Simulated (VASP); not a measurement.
# Ba2CaBe2 (P4/nmm) in VASP: single point with PBE

Aim: the single point of Ba2CaBe2 with PBE.

Program: VASP 6.6.1. These are calculated values, not measurements. Logs are shortened: lines on timing, memory, paths and dates and some standing lists are left out, and cuts for length are marked.

### 1 The cell of the first run

Symmetry: P4/nmm, No. 129, tetragonal system. Conventional cell: a = 4.628 Å, b = 4.628 Å, c = 11.420 Å, α = 90.00°, β = 90.00°, γ = 90.00°. Ba (site symmetry 4mm) has 5 Be at 2.76 to 2.97 Å and 4 Ca at 3.53 Å within 3.6 Å. Within 3.5 Å of Ba (site symmetry -4m2) lie 4 Be at 2.62 Å and 4 Ba at 3.27 Å. Within 4.7 Å of Ca (site symmetry 4mm) lie 9 Ba at 3.53 to 4.35 Å and 9 Be at 3.66 to 4.10 Å and 4 Ca at 4.63 Å. Be (site symmetry 4mm) has 5 Ba at 2.62 to 2.97 Å within 3.5 Å. Be (site symmetry -4m2) has 4 Ba at 2.76 Å and 4 Be at 3.27 Å and 4 Ca at 3.67 Å within 3.7 Å.

### 2 Single point, PBE

File INCAR:

```
SYSTEM = Ba2CaBe2
PREC     = Accurate       ! precision mode
ENCUT    = 520            ! plane-wave cutoff, eV
EDIFF    = 1E-6           ! SCF threshold, eV
ISMEAR   = 0              ! smearing method
SIGMA    = 0.013          ! smearing width, eV
LREAL    = .FALSE.        ! projectors in reciprocal space
LASPH    = .TRUE.         ! aspherical terms in the spheres
NELM     = 80             ! most SCF steps
ALGO     = Normal         ! electronic algorithm
ISIF     = 2              ! what is computed and relaxed
LWAVE    = .FALSE.        ! write WAVECAR
LCHARG   = .TRUE.         ! write CHGCAR
GGA      = PE             ! functional
LELF     = .TRUE.         ! ELF
LVHAR    = .TRUE.       
NBANDS   = 45             ! bands
```

File KPOINTS:

```
regular mesh
0
G
  6 6 3
  0 0 0
```

File POSCAR:

```
Ba2CaBe2
1.0
    4.6280070000      0.0000000000      0.0000000000
    0.0000000000      4.6280070000      0.0000000000
    0.0000000000      0.0000000000     11.4203560000
Ba Ca Be
4 2 4
Direct
    0.2500000000      0.2500000000      0.3680000000
    0.7500000000      0.7500000000      0.6320000000
    0.7500000000      0.2500000000      0.0000000000
    0.2500000000      0.7500000000      0.0000000000
    0.2500000000      0.2500000000      0.7490000000
    0.7500000000      0.7500000000      0.2510000000
    0.2500000000      0.2500000000      0.1080000000
    0.7500000000      0.7500000000      0.8920000000
    0.7500000000      0.2500000000      0.5000000000
    0.2500000000      0.7500000000      0.5000000000
```

Potentials or basis: VASP PAW PBE potentials, release 64 (Ba_sv, Ca_sv, Be).

On the command line:

```bash
cat potpaw_PBE.64/Ba_sv/POTCAR potpaw_PBE.64/Ca_sv/POTCAR potpaw_PBE.64/Be/POTCAR > POTCAR
mpirun -np 1 vasp_std > vasp.out
```

OUTCAR:

```text
SYSTEM = Ba2CaBe2
   PREC = Accurate
   ENCUT = 520
   EDIFF = 1E-6
   ISMEAR = 0
   LREAL = .FALSE.
   LASPH = .TRUE.
   NELM = 80
   ISIF = 2
   GGA = PE

 ion  position               nearest neighbor table
   1  0.250  0.250  0.368-   9 2.76  10 2.76  10 2.76   9 2.76   7 2.97   6 3.53   6 3.53   6 3.53
                             6 3.53   2 4.45   2 4.45   2 4.45   2 4.45
   2  0.750  0.750  0.632-   9 2.76  10 2.76   9 2.76  10 2.76   8 2.97   5 3.53   5 3.53   5 3.53
                             5 3.53   1 4.45   1 4.45   1 4.45   1 4.45
   3  0.750  0.250  0.000-   7 2.62   8 2.62   8 2.62   7 2.62   4 3.27   4 3.27   4 3.27   4 3.27
                             5 3.68   5 3.68   6 3.68   6 3.68
   4  0.250  0.750  0.000-   7 2.62   8 2.62   7 2.62   8 2.62   3 3.27   3 3.27   3 3.27   3 3.27
                             5 3.68   6 3.68   5 3.68   6 3.68
   5  0.250  0.250  0.749-   2 3.53   2 3.53   2 3.53   2 3.53   4 3.68   4 3.68   3 3.68   3 3.68

   6  0.750  0.750  0.251-   1 3.53   1 3.53   1 3.53   1 3.53   3 3.68   4 3.68   4 3.68   3 3.68

   7  0.250  0.250  0.108-   3 2.62   4 2.62   4 2.62   3 2.62   1 2.97
   8  0.750  0.750  0.892-   3 2.62   4 2.62   3 2.62   4 2.62   2 2.97
   9  0.750  0.250  0.500-   1 2.76   2 2.76   2 2.76   1 2.76
  10  0.250  0.750  0.500-   1 2.76   2 2.76   1 2.76   2 2.76

  LATTYP: Found a simple tetragonal cell.
 ALAT       =     4.6280070000
 C/A-ratio  =     2.4676617818

  Lattice vectors:

 A1 = (   4.6280070000,   0.0000000000,   0.0000000000)
 A2 = (   0.0000000000,   4.6280070000,   0.0000000000)
 A3 = (   0.0000000000,   0.0000000000,  11.4203560000)

Analysis of symmetry for initial positions (statically):
=====================================================================
 Subroutine PRICEL returns:
 Original cell was already a primitive cell.

 Routine SETGRP: Setting up the symmetry group for a
 simple tetragonal supercell.

 Subroutine GETGRP returns: Found 16 space group operations
 (whereof  4 operations were pure point group operations)
 out of a pool of 16 trial point group operations.

The static configuration has the point symmetry C_2h.
 The point group associated with its full space group is D_4h.

Analysis of symmetry for dynamics (positions and initial velocities):
=====================================================================
 Subroutine PRICEL returns:
 Original cell was already a primitive cell.

 Routine SETGRP: Setting up the symmetry group for a
 simple tetragonal supercell.

 Subroutine GETGRP returns: Found 16 space group operations
 (whereof  4 operations were pure point group operations)
 out of a pool of 16 trial point group operations.

The dynamic configuration has the point symmetry C_2h.
 The point group associated with its full space group is D_4h.

 Subroutine INISYM returns: Found 16 space group operations
 (whereof  4 operations are pure point group operations),
 and found     1 'primitive' translations

----------------------------------------------------------------------------------------

                                     Primitive cell

  volume of cell :     244.6063

  direct lattice vectors                    reciprocal lattice vectors
     4.628007000  0.000000000  0.000000000     0.216075732  0.000000000  0.000000000
     0.000000000  4.628007000  0.000000000     0.000000000  0.216075732  0.000000000
     0.000000000  0.000000000 11.420356000     0.000000000  0.000000000  0.087562945

  length of vectors
     4.628007000  4.628007000 11.420356000     0.216075732  0.216075732  0.087562945

  position of ions in fractional coordinates (direct lattice)
     0.250000000  0.250000000  0.368000000
     0.750000000  0.750000000  0.632000000
     0.750000000  0.250000000  0.000000000
     0.250000000  0.750000000  0.000000000
     0.250000000  0.250000000  0.749000000
     0.750000000  0.750000000  0.251000000
     0.250000000  0.250000000  0.108000000
     0.750000000  0.750000000  0.892000000
     0.750000000  0.250000000  0.500000000
     0.250000000  0.750000000  0.500000000

  ion indices of the primitive-cell ions
   primitive index   ion index
                 1           1
                 2           2
                 3           3
                 4           4
                 5           5
                 6           6
                 7           7
                 8           8
                 9           9
                10          10

----------------------------------------------------------------------------------------

 KPOINTS: regular mesh

Automatic generation of k-mesh.
 Grid dimensions read from file:
 generate k-points for:    6    6    3

 Generating k-lattice:

  Cartesian coordinates                     Fractional coordinates (reciprocal lattice)
     0.036012622  0.000000000  0.000000000     0.166666667  0.000000000  0.000000000
     0.000000000  0.036012622  0.000000000     0.000000000  0.166666667  0.000000000
     0.000000000  0.000000000  0.029187648     0.000000000  0.000000000  0.333333333

  Length of vectors
     0.036012622  0.036012622  0.029187648

  Shift w.r.t. Gamma in fractional coordinates (k-lattice)
     0.000000000  0.000000000  0.000000000

 Subroutine IBZKPT returns following result:
 ===========================================

 Found     20 irreducible k-points:

 Following reciprocal coordinates:
            Coordinates               Weight
  0.000000  0.000000  0.000000      1.000000
  0.166667  0.000000  0.000000      4.000000
  0.333333  0.000000  0.000000      4.000000
  0.500000  0.000000  0.000000      2.000000
  0.166667  0.166667  0.000000      4.000000
  0.333333  0.166667  0.000000      8.000000
[... 12 lines left out ...]
  0.500000  0.333333  0.333333      8.000000
  0.500000  0.500000  0.333333      2.000000
   k-points           NKPTS =     20   k-points in BZ     NKDIM =     20   number of bands    NBANDS=     45
   number of dos      NEDOS =    301   number of ions     NIONS =     10
   total plane-waves  NPLWV = 116640
   dimension x,y,z NGX =    36 NGY =   36 NGZ =   90
   dimension x,y,z NGXF=    72 NGYF=   72 NGZF=  180
   ions per type =               4   2   4
   NGX,Y,Z   is equivalent  to a cutoff of  12.93, 12.93, 13.10 a.u.
   NGXF,Y,Z  is equivalent  to a cutoff of  25.86, 25.86, 26.20 a.u.
 SYSTEM =  Ba2CaBe2
   PREC   = accura    normal or accurate (medium, high low for compatibility)
   ISTART =      0    job   : 0-new  1-cont  2-samecut
   ICHARG =      2    charge: 1-file 2-atom 10-const
   ISPIN  =      1    spin polarized calculation?
   LNONCOLLINEAR =      F non collinear calculations
   LSORBIT =      F    spin-orbit coupling
   LASPH  =      T    aspherical Exc in radial PAW
   ENCUT  =  520.0 eV  38.22 Ry    6.18 a.u.   8.61  8.61 21.23*2*pi/ulx,y,z
   NELM   =     80;   NELMIN=  2; NELMDL= -5     # of ELM steps
   EDIFF  = 0.1E-05   stopping-criterion for ELM
   LREAL  =      F    real-space projection
   EDIFFG = 0.1E-04   stopping-criterion for IOM
   NSW    =      0    number of steps for IOM
   IBRION =     -1    ionic relax: 0-MD 1-quasi-New 2-CG
   NFREE  =      0    steps in history (QN), initial steepest desc. (CG)
   ISIF   =      2    stress and relaxation
   ISYM   =      2    0-nonsym 1-usesym 2-fastsym
   POTIM  = 0.5000    time-step for ionic-motion
   TEBEG  =    0.0;   TEEND  =   0.0 temperature during run
   PSTRESS=    0.0 pullay stress
   NELECT =      68.0000    total number of electrons
   NUPDOWN=      -1.0000    fix difference up-down
   EMIN   =  10.00;   EMAX   =-10.00  energy-range for DOS
   EFERMI =   0.00;   METHOD = LEGACY
   ISMEAR =     0;   SIGMA  =   0.01  broadening in eV -4-tet -1-fermi 0-gaus
   EFERMI_NEDOS =   21; number of points for ismear=-14 and -15
   IALGO  =     38    algorithm
   IMIX   =      4    mixing-type and parameters
     AMIX     =   0.40;   BMIX     =  1.00
     AMIX_MAG =   1.60;   BMIX_MAG =  1.00
  volume/ion in A,a.u.               =      24.46       165.07
  Fermi-wavevector in a.u.,A,eV,Ry     =   1.068453  2.019083 15.532287  1.141591
  Thomas-Fermi vector in A             =   2.204101
   LORBIT       =      0    0 simple, 1 ext, 2 COOP (PROOUT), +10 PAW based schemes
   GGA     = PE    functional components
   LHFCALC =     F    Hartree Fock is set to
   AEXX    =    0.0000 exact exchange contribution
   IVDW    =     0    specifies the selected vdW correction
   LEPSILON=     F    determine dielectric tensor
   LRPA    =     F    only Hartree local field effects (RPA)
 non-spin polarized calculation
 Gauss-broadening in eV      SIGMA  =   0.01
  energy-cutoff  :      520.00
  volume of cell :      244.61
 maximum number of plane-waves:      6635
 NGX is ok and might be reduce to    36
   NGX = 17   NGY = 17   NGZ = 43

 number of electron      68.0000004 magnetization

 Free energy of the ion-electron system (eV)
  ---------------------------------------------------
  ext. energy  EPLUGINS =         0.00000000
  ---------------------------------------------------
  free energy    TOTEN  =       -14.82066494 eV

  energy without entropy =      -14.81958399  energy(sigma->0) =      -14.82012446

 E-fermi :   3.4526     XC(G=0):  -9.3329

 val. band max:        3.4509756268   @ k =   0.3333   0.0000   0.3333
 cond. band min:       3.4541688179   @ k =   0.3333   0.3333   0.3333
 fundamental gap:      0.0031931911
 Fermi energy:         3.4525788783

 k-point     1 :       0.0000    0.0000    0.0000
  band No.  band energies     occupation
      1     -38.1528      2.00000
      2     -38.1527      2.00000
      3     -24.3550      2.00000
      4     -23.5724      2.00000
      5     -23.5311      2.00000
      6     -23.4416      2.00000
[... 37 lines left out ...]
     44       5.9297      0.00000
     45       5.9974      0.00000

 k-point     2 :       0.1667    0.0000    0.0000
  band No.  band energies     occupation
      1     -38.1526      2.00000
      2     -38.1526      2.00000
      3     -24.2974      2.00000
      4     -23.5672      2.00000
      5     -23.5314      2.00000
      6     -23.5066      2.00000
[... 37 lines left out ...]
     44       5.9267      0.00000
     45       6.1497      0.00000

 k-point     3 :       0.3333    0.0000    0.0000
  band No.  band energies     occupation
      1     -38.1524      2.00000
      2     -38.1524      2.00000
      3     -24.1378      2.00000
      4     -23.6815      2.00000
      5     -23.5547      2.00000
      6     -23.5339      2.00000
[... 37 lines left out ...]
     44       6.1850      0.00000
     45       6.2928      0.00000

 k-point     4 :       0.5000    0.0000    0.0000
  band No.  band energies     occupation
      1     -38.1523      2.00000
      2     -38.1523      2.00000
      3     -23.9134      2.00000
      4     -23.9134      2.00000
      5     -23.5418      2.00000
      6     -23.5418      2.00000
[... 709 lines left out ...]
     44       6.2557      0.00000
     45       6.3797      0.00000

 k-point    19 :       0.5000    0.3333    0.3333
  band No.  band energies     occupation
      1     -38.1519      2.00000
      2     -38.1519      2.00000
      3     -23.8959      2.00000
      4     -23.8959      2.00000
      5     -23.5309      2.00000
      6     -23.5309      2.00000
[... 37 lines left out ...]
     44       5.9523      0.00000
     45       6.3975      0.00000

 k-point    20 :       0.5000    0.5000    0.3333
  band No.  band energies     occupation
      1     -38.1518      2.00000
      2     -38.1518      2.00000
      3     -23.8900      2.00000
      4     -23.8900      2.00000
      5     -23.5272      2.00000
      6     -23.5272      2.00000
[... 37 lines left out ...]
     44       6.0456      0.00000
     45       6.1484      0.00000

------------------------ aborting loop because EDIFF is reached ----------------------------------------

  FORCE on cell =-STRESS in cart. coord.  units (eV):
  Direction    XX          YY          ZZ          XY          YZ          ZX
  --------------------------------------------------------------------------------------
  -------------------------------------------------------------------------------------
  Total       24.6298608     24.6298608     15.5720555     -0.0000000      0.0000000      0.0000000
  in kB      161.3261920    161.3261920    101.9973453     -0.0000000      0.0000000      0.0000000
  external PRESSURE =     141.5499098 kB  Pullay stress =       0.0000000 kB

 VOLUME and BASIS-vectors are now :
 -----------------------------------------------------------------------------
  energy-cutoff  :      520.00
  volume of cell :      244.61
      direct lattice vectors                 reciprocal lattice vectors
     4.628007000  0.000000000  0.000000000     0.216075732  0.000000000  0.000000000
     0.000000000  4.628007000  0.000000000     0.000000000  0.216075732  0.000000000
     0.000000000  0.000000000 11.420356000     0.000000000  0.000000000  0.087562945

 POSITION                                       TOTAL-FORCE (eV/Angst)
 -----------------------------------------------------------------------------------
      1.15700      1.15700      4.20269         0.000000      0.000000     -1.487795
      3.47101      3.47101      7.21766         0.000000     -0.000000      1.487795
      3.47101      1.15700      0.00000        -0.000000      0.000000      0.000000
      1.15700      3.47101      0.00000         0.000000      0.000000     -0.000000
      1.15700      1.15700      8.55385        -0.000000      0.000000     -0.434787
      3.47101      3.47101      2.86651         0.000000     -0.000000      0.434787
      1.15700      1.15700      1.23340        -0.000000      0.000000      2.390126
      3.47101      3.47101     10.18696         0.000000      0.000000     -2.390126
      3.47101      1.15700      5.71018         0.000000     -0.000000      0.000000
      1.15700      3.47101      5.71018        -0.000000      0.000000      0.000000
 -----------------------------------------------------------------------------------
    total drift:                                0.000000      0.000000      0.000000

  FREE ENERGIE OF THE ION-ELECTRON SYSTEM (eV)
  ---------------------------------------------------
  free  energy   TOTEN  =       -14.8206649381 eV

  energy  without entropy=      -14.8195839878  energy(sigma->0) =      -14.82012446
```

It took 4 min on 1 thread of Intel Xeon Platinum 8259CL at 2.50GHz (Skylake/Cascade Lake), shared host; peak memory 0.45 GiB.

What came out:

```
Free energy            : -14.8207 eV
Pressure               : 14.2 GPa
Largest force          : 2.390 eV/Å
Band gap on the k mesh : zero (bands 34 and 35 overlap by 1.10 eV)
```

Forces on the atoms (eV/Å):
```
Ba   0.000  0.000 -1.488
Ba   0.000  0.000  1.488
Ba   0.000  0.000  0.000
Ba   0.000  0.000  0.000
Ca   0.000  0.000 -0.435
Ca   0.000  0.000  0.435
Be   0.000  0.000  2.390
Be   0.000  0.000 -2.390
Be   0.000  0.000  0.000
Be   0.000  0.000  0.000
```

Levels at points of the mesh, in eV from the Fermi level:
| k point | band 32 | band 33 | band 34 | band 35 | band 36 | band 37 |
| --- | --- | --- | --- | --- | --- | --- |
| (0.00, 0.00, 0.00) | -0.89 | -0.89 | -0.69 | -0.02 | -0.02 | 0.11 |
| (0.50, 0.00, 0.00) | -0.32 | -0.10 | -0.10 | 0.04 | 0.04 | 0.53 |
| (0.50, 0.50, 0.00) | -0.66 | 0.81 | 0.81 | 1.27 | 1.27 | 1.35 |

Caveat: the stress differs along the axes, from 10 to 16 GPa; spin-orbit coupling is left out, which moves the levels of the heavy elements; forces of over 1 eV/Å act on the atoms, so gaps and moduli don't describe the material at rest.
